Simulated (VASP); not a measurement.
The system is TePt2.

```
Te Pt
1.0
    -3.19139    3.19139    2.80848
     3.19139   -3.19139    2.80848
     3.19139    3.19139   -2.80848
Te Pt
2 4
Cartesian
  0.0000 0.0000 1.4042
  0.0000 0.0000 4.2127
  1.0085 4.1999 0.0000
  2.1829 1.0085 0.0000
  2.1829 -1.0085 2.8085
  1.0085 2.1829 2.8085
```

The cell was built from a structure type or drawn by symmetry, and may not be a known phase.

```yaml
Program: VASP 6.6.1
Task: relaxation of cell and atoms
Functional: PBE
Potentials_or_basis: VASP PAW PBE potentials, release 64 (Te, Pt)
Cutoff: 600 eV
k_mesh: 4 × 4 × 4
Occupations: gaussian, width 0.2 eV
Spin: no spin polarisation
```

At the start: pressure 6.6 GPa; volume 19.07 Å³/atom.

Where does the relaxation end?

Over 19 steps the energy falls by 561.7 meV/atom and the volume is 19.90 Å³/atom (+4.3 %); space group I4/mcm (No. 140, to 0.1 Å) before and after.

Step by step:
```tsv
step	energy change (eV)	largest force (eV/Å)	pressure (GPa)	volume (Å³)
1	0.0000	0.4896	6.62	114.42
2	-0.9079	0.1390	-7.59	127.43
3	-0.9618	0.0777	-9.98	130.83
4	-1.6973	0.2203	-9.10	129.16
5	-2.3092	3.2922	2.40	121.29
6	-2.4800	1.4056	-4.75	125.16
7	-2.5143	1.7367	-3.49	124.34
8	-2.7831	1.3876	-0.96	120.89
9	-2.9915	0.7182	7.41	113.44
10	-3.1476	0.2852	4.62	115.07
11	-3.2424	0.0578	1.67	117.24
12	-3.2577	0.1322	0.46	118.28
13	-3.2959	0.1699	-0.46	119.08
14	-3.3222	0.1462	-0.21	118.96
15	-3.3639	0.1120	0.82	118.50
16	-3.3649	0.1129	1.10	118.39
17	-3.3675	0.0775	-0.88	120.09
18	-3.3691	0.0910	-0.14	119.44
19	-3.3703	0.0708	-0.07	119.39
```

Final structure:
```
CELL_PARAMETERS angstrom
-2.71348 2.71348 4.05369
2.71348 -2.71348 4.05369
2.71348 2.71348 -4.05369
ATOMIC_POSITIONS crystal
Te 0.25000 0.25000 0.00000
Te 0.75000 0.75000 0.00000
Pt 0.68196 0.18196 0.86392
Pt 0.18196 0.31804 0.50000
Pt 0.31804 0.81804 0.13608
Pt 0.81804 0.68196 0.50000
```

Caveat: the k points lie up to 0.35 Å⁻¹ apart in the final cell, too coarse for converged energies and pressures of a metal; the relaxation stopped at a loose force limit of 0.08 eV/Å, so its end isn't a converged minimum.
